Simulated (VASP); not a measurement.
Here is a VASP 6.6.1 calculation.

The input POSCAR:

```
MgO
1.0
    0.0000000000      2.1021674168      2.1021674168
    2.1021674168      0.0000000000      2.1021674168
    2.1021674168      2.1021674168      0.0000000000
Mg O
1 1
Direct
    0.0000000000      0.0000000000      0.0000000000
    0.5000000000      0.5000000000      0.5000000000
```

Contents of INCAR.step1:

```
SYSTEM = MgO
PREC = Accurate
ENCUT = 520
EDIFF = 1E-5
ISMEAR = 0
SIGMA = 0.01
LREAL = .False.
LASPH = .True.
NELM = 80
ALGO = Normal
ISIF = 2
LWAVE = .True.
LCHARG = .False.
NBANDS = 11
GGA = PE
```

The input INCAR.step2:

```
SYSTEM = MgO
PREC = Accurate
ENCUT = 520
EDIFF = 1E-6
ISMEAR = 0
SIGMA = 0.01
LREAL = .False.
LASPH = .True.
NELM = 80
ALGO = Normal
ISIF = 2
LWAVE = .False.
LCHARG = .False.
GGA = PE
LHFCALC = .True.
HFSCREEN = 0.2079
PRECFOCK = Normal
NBANDS = 11
ISTART = 1
```

Contents of KPOINTS:

```
regular mesh
0
Gamma
  8 8 8
  0 0 0
```

Potentials or basis: VASP PAW PBE potentials, release 64 (Mg, O).

Run with:

```console
$ cat potpaw_PBE.64/Mg/POTCAR potpaw_PBE.64/O/POTCAR > POTCAR
$ cp INCAR.step1 INCAR
$ mpirun -np 1 vasp_std > vasp.out
$ cp INCAR.step2 INCAR
$ mpirun -np 1 vasp_std > vasp.out
```

(1) Estimate the band gap on the k mesh.

(2) Predict the pressure.

Answers

(1) 6.50 eV, direct.

(2) -0.6 GPa.

Caveat: the PAW data sets were made with another functional, which shifts forces and pressure a little.
